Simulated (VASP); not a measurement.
The system is C.

```
C
1.0
     2.53880    0.00000    0.00000
    -1.26940    2.19867    0.00000
     0.00000    0.00000    8.29165
C
8
Direct
  0.66667 0.33333 0.84375
  0.33333 0.66667 0.34375
  0.66667 0.33333 0.65625
  0.33333 0.66667 0.15625
  0.00000 0.00000 0.90625
  0.00000 0.00000 0.40625
  0.00000 0.00000 0.59375
  0.00000 0.00000 0.09375
```

This cell differs from its parent crystal: volume scaled by 1.02.

Base run:

| Property | Result |
| --- | --- |
| Program | VASP 6.6.1 |
| Functional | PBE |
| Potentials or basis | VASP PAW PBE potentials, release 64 (C) |
| Cutoff | 520 eV |
| k mesh | 12 × 12 × 4 |
| Occupations | fermi-dirac, width 0.05 eV |
| Spin | no spin polarisation |

Its results: band gap on the k mesh 4.37 eV, indirect (least direct gap 5.14 eV); pressure -5.6 GPa; largest force 0.316 eV/Å.

The run is repeated on the same cell with these changes: functional from PBE to LDA; potentials or basis from VASP PAW PBE potentials, release 64 (C) to VASP PAW LDA potentials, release 64 (C). What comes out?

Band gap on the k mesh 4.32 eV, indirect (least direct gap 5.09 eV); pressure -19.2 GPa; largest force 0.319 eV/Å.

A k mesh can miss the band edges.
